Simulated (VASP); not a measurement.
Runs of VASP 6.6.1 on Tb. The structure is that of space group P6_3/mmc (No. 194), or close to it. The cells are those of the table. 

```csv
level,spin,cell,gap on the mesh (eV),pressure (GPa),moment (μB)
PBEsol,"collinear, ferrimagnetic start","a = 3.601, b = 3.601, c = 5.694 Å, angles 90.0, 90.0, 120.0°, 2 atoms",none,-2.4,0.00
PBEsol,"collinear, antiferromagnetic start","a = 3.601, b = 3.601, c = 5.694 Å, angles 90.0, 90.0, 120.0°, 2 atoms",none,-2.4,0.00
PBE,"collinear, ferromagnetic start","a = 3.625, b = 3.625, c = 5.731 Å, angles 90.0, 90.0, 120.0°, 2 atoms",none,0.3,12.20
PBEsol,"collinear, ferromagnetic start","a = 3.601, b = 3.601, c = 5.694 Å, angles 90.0, 90.0, 120.0°, 2 atoms",none,-2.4,12.01
PBEsol,"collinear, ferromagnetic start","a = 3.648, b = 3.648, c = 5.769 Å, angles 90.0, 90.0, 120.0°, 2 atoms",none,(a),12.05
PBEsol,"collinear, ferromagnetic start","a = 3.672, b = 3.672, c = 5.805 Å, angles 90.0, 90.0, 120.0°, 2 atoms",none,(b),12.07
```

Alike in all rows: task single point; potentials or basis VASP PAW PBE potentials, release 64 (Tb); k mesh 9 × 9 × 5; cutoff (eV) 520; smearing fermi-dirac 0.05 eV.

Question: Fill in the values left out.

Answer: (a) -3.2; (b) -3.6.

Caveats: the magnetic or orbital state may not be the lowest; spin-orbit coupling is left out, which moves the levels of the heavy elements; semilocal functionals describe open f shells poorly, which spoils levels, moments and volumes; the PAW data sets were made with another functional, which shifts forces and pressure a little (at least some runs); the cell stands under tension (at least some runs); the antiferromagnetic order is the one typed at the start, and another may lie lower (at least some runs).

A k mesh can miss the band edges, and the runs leave out spin-orbit coupling on Tb.

A gap of «none» marks levels without a gap at the run's occupations.
